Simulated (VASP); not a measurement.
# Si16O (a cell with a defect) in VASP: further runs, part 2 of 2

VASP 6.6.1. The steps go on from the part before.

### 3 Single point, PBE+D3(BJ), collinear spin, ferromagnetic start

Contents of INCAR:

```
PREC = Accurate ; ENCUT = 520
EDIFF = 1E-6 ; ISMEAR = -1
SIGMA = 0.05 ; LREAL = Auto
LASPH = T ; NELM = 150
ALGO = Normal ; ISIF = 2
LWAVE = F ; LCHARG = T
ISPIN = 2 ; MAGMOM = 0 0 0 0 0 0 0 0 0 0 0 0 0 0 0 0 1
LORBIT = 11 ; GGA = PE
IVDW = 12 ; LELF = T
LVHAR = T ; NBANDS = 53
```

Contents of KPOINTS:

```
Automatic mesh
0
Gamma
  2 2 2
```

Contents of POSCAR:

```
Si16O
1.0
    0.0000000000      5.4300000000      5.4300000000
    5.4300000000      0.0000000000      5.4300000000
    5.4300000000      5.4300000000      0.0000000000
Si O
16 1
Direct
    0.0246869245     -0.0796593002      0.0067679558
    0.1700276243      0.0472099448      0.1867127072
   -0.0946500921      0.0676887661      0.6775230203
    0.1188581952      0.2184530387      0.6562983425
    0.0058471455      0.4192357274      0.0497697974
    0.2382596685      0.5284438306      0.0447790055
    0.0169521179      0.5640976059      0.3856261510
    0.0725046041      0.8058379374      0.5050828729
    0.5457734807     -0.0903959484      0.0784069982
    0.6979281768      0.0849079190      0.1341896869
    0.4723020258      0.0087108656      0.4930939227
    0.5331583794      0.1581123389      0.7450736648
    0.6152486188      0.4313812155     -0.1153406998
    0.6820994475      0.5639042357      0.0411970534
    0.5065561694      0.4765193370      0.4361510129
    0.6099815838      0.6556721915      0.5276795580
    0.6327624309      1.0061325967      0.5900552486
```

Potentials or basis: VASP PAW PBE potentials, release 64 (Si, O).

Launch:

```bash
$ cat potpaw_PBE.64/Si/POTCAR potpaw_PBE.64/O/POTCAR > POTCAR
$ mpirun -np 1 vasp_std > vasp.out
```

OUTCAR:

```text
PREC = Accurate
   ENCUT = 520
   EDIFF = 1E-6
   ISMEAR = -1
   LREAL = Auto
   LASPH = T
   NELM = 150
   ISIF = 2
   ISPIN = 2
   LORBIT = 11
   GGA = PE
   IVDW = 12
 IVDW          = 12

 ion  position               nearest neighbor table
   1  0.025  0.920  0.007-  10 2.11   6 2.55   4 2.56   3 2.63   7 2.83   2 2.84
   2  0.170  0.047  0.187-   8 2.24   9 2.36   5 2.36   1 2.84
   3  0.905  0.068  0.678-   4 2.34  12 2.41   8 2.41   1 2.63  10 3.09   9 3.11
   4  0.119  0.218  0.656-   3 2.34  11 2.40   7 2.45   1 2.56
   5  0.006  0.419  0.050-  14 2.18   6 2.30   2 2.36
   6  0.238  0.528  0.045-   5 2.30   7 2.37  13 2.38   1 2.55
   7  0.017  0.564  0.386-   6 2.37   4 2.45  16 2.57   8 2.71   1 2.83
   8  0.073  0.806  0.505-   2 2.24   3 2.41   7 2.71  15 2.99
   9  0.546  0.910  0.078-  12 2.32   2 2.36  14 2.43  10 2.45   3 3.11  15 3.12
  10  0.698  0.085  0.134-   1 2.11  11 2.36  13 2.36   9 2.45   3 3.09
  11  0.472  0.009  0.493-  17 1.72  16 2.29  10 2.36   4 2.40  12 2.99
  12  0.533  0.158  0.745-  17 1.72   9 2.32   3 2.41  15 2.42  11 2.99
  13  0.615  0.431  0.885-  14 2.26  10 2.36   6 2.38  16 2.41
  14  0.682  0.564  0.041-   5 2.18  13 2.26   9 2.43  15 2.50
  15  0.507  0.477  0.436-  16 2.37  12 2.42  14 2.50   8 2.99   9 3.12
  16  0.610  0.656  0.528-  11 2.29  15 2.37  13 2.41   7 2.57
  17  0.633  0.006  0.590-  12 1.72  11 1.72

  LATTYP: Found a face centered cubic cell.
 ALAT       =    10.8600000000

  Lattice vectors:

 A1 = (   0.0000000000,   5.4300000000,   5.4300000000)
 A2 = (   5.4300000000,   0.0000000000,   5.4300000000)
 A3 = (   5.4300000000,   5.4300000000,   0.0000000000)

Analysis of symmetry for initial positions (statically):
=====================================================================
 Subroutine PRICEL returns:
 Original cell was already a primitive cell.

 Routine SETGRP: Setting up the symmetry group for a
 face centered cubic supercell.

 Subroutine GETGRP returns: Found  1 space group operations
[... 602 lines left out ...]
 Fermi energy:         6.1706381836

 spin component 2

 k-point     1 :       0.0000    0.0000    0.0000
  band No.  band energies     occupation
      1     -13.9995      1.00000
      2      -6.0447      1.00000
      3      -4.2144      1.00000
      4      -3.8981      1.00000
      5      -3.4863      1.00000
      6      -3.2804      1.00000
[... 389 lines left out ...]
     46       9.6581      0.00000
     47       9.7369      0.00000
 [bands above 47 left out]

------------------------ aborting loop because EDIFF is reached ----------------------------------------

 Edisp (eV)   -5.52600

 E8    (eV) :    -2.2623

  FORCE on cell =-STRESS in cart. coord.  units (eV):
  Direction    XX          YY          ZZ          XY          YZ          ZX
  --------------------------------------------------------------------------------------
  -------------------------------------------------------------------------------------
  Total      -4.55696    -0.07519     2.88921    -0.20296    -3.22433    -1.92300
  in kB     -22.80111    -0.37621    14.45638    -1.01551   -16.13323    -9.62190
  external pressure =       -2.91 kB  Pullay stress =        0.00 kB

 VOLUME and BASIS-vectors are now :
 -----------------------------------------------------------------------------
  energy-cutoff  :      520.00
  volume of cell :      320.21
      direct lattice vectors                 reciprocal lattice vectors
     0.000000000  5.430000000  5.430000000    -0.092081031  0.092081031  0.092081031
     5.430000000  0.000000000  5.430000000     0.092081031 -0.092081031  0.092081031
     5.430000000  5.430000000  0.000000000     0.092081031  0.092081031 -0.092081031

 POSITION                                       TOTAL-FORCE (eV/Angst)
 -----------------------------------------------------------------------------------
      5.03420      0.17080      5.13150        -2.543307      2.125473      1.964882
      1.27020      1.93710      1.17960        -0.607569     -1.008697      0.047132
      4.04650      8.59500      5.28360        -0.165986      0.567690      0.172520
      4.74990      4.20910      1.83160        -0.123872     -0.037310      0.058592
      2.54670      0.30200      2.30820        -1.298548      1.756576      0.701086
      3.11260      1.53690      4.16320         1.378247     -0.814344      0.310598
[... 9 lines left out ...]
      6.42560      6.17750      6.87250        -1.185609      0.683584      0.173066
      3.23730      6.63990      3.46920        -0.101344     -0.239928     -1.208679
 -----------------------------------------------------------------------------------
    total drift:                                0.000005      0.005591      0.005119

  FREE ENERGIE OF THE ION-ELECTRON SYSTEM (eV)
  ---------------------------------------------------
  free  energy   TOTEN  =       -91.3618892884 eV

  energy  without entropy=      -91.3028825840  energy(sigma->0) =      -91.33238594

 total charge

# of ion       s       p       d       tot
------------------------------------------
    1        0.791   0.862   0.000   1.653
    2        0.789   0.860   0.000   1.649
    3        0.826   0.797   0.000   1.623
    4        0.800   0.830   0.000   1.630
    5        0.783   0.877   0.000   1.659
    6        0.778   0.859   0.000   1.637
[... 9 lines left out ...]
   16        0.781   0.866   0.000   1.646
   17        1.573   3.536   0.000   5.109
--------------------------------------------------
tot         14.201  17.146   0.000  31.348

 magnetization (x)

# of ion       s       p       d       tot
------------------------------------------
    1        0.000   0.000   0.000   0.000
    2       -0.000   0.000   0.000   0.000
    3        0.000  -0.000   0.000   0.000
    4        0.000   0.000   0.000   0.000
    5        0.000  -0.000   0.000  -0.000
    6       -0.000   0.000   0.000   0.000
[... 9 lines left out ...]
   16        0.000   0.000   0.000   0.000
   17        0.000   0.000   0.000   0.000
--------------------------------------------------
tot          0.000   0.000   0.000   0.000
```

stdout:

```text
POSCAR found type information on POSCAR SiO
 POSCAR found :  2 types and      17 ions
 scaLAPACK will be used
 LDA part: xc-table for (Slater+PW92), standard interpolation
 POSCAR, INCAR and KPOINTS ok, starting setup
 FFT: planning ... GRIDC
 FFT: planning ... GRID_SOFT
 FFT: planning ... GRID
 WAVECAR not read
 entering main loop
```

Run time: 11 min. Hardware: 1 thread of Intel Xeon Platinum 8259CL at 2.50GHz (Skylake/Cascade Lake), shared host; peak memory 0.71 GiB.

Results:

| Property | Result |
| --- | --- |
| Free energy | -91.3619 eV |
| Pressure | -0.3 GPa |
| Largest force | 3.853 eV/Å |
| Band gap on the k mesh | zero (filled and empty bands overlap) |
| Net moment | 0.00 μB per cell |
| Valence electrons inside the program's atomic spheres | Si 1.65, 1.62, 1.63, 1.66, 1.64, 1.57, 1.59, 1.71, 1.68, 1.69 (each value once); O 5.11 |
| Dispersion energy per atom | -0.325 eV |

Forces on the atoms (eV/Å):
```
Si  -2.543  2.125  1.965
Si  -0.608 -1.009  0.047
Si  -0.166  0.568  0.173
Si  -0.124 -0.037  0.059
Si  -1.299  1.757  0.701
Si   1.378 -0.814  0.311
Si   1.140  0.248 -0.316
Si  -0.612  0.533 -1.279
Si   0.176  0.051 -0.065
Si   1.929 -1.943 -2.047
Si   0.425  0.296  1.022
Si  -0.855 -0.598  1.010
Si  -0.433 -0.733 -0.589
Si   2.038 -0.470 -0.009
Si   0.840 -0.416  0.053
Si  -1.186  0.684  0.173
O   -0.101 -0.240 -1.209
```

Caveat: the k points lie up to 0.50 Å⁻¹ apart; the atoms stand as in a frame of molecular dynamics.
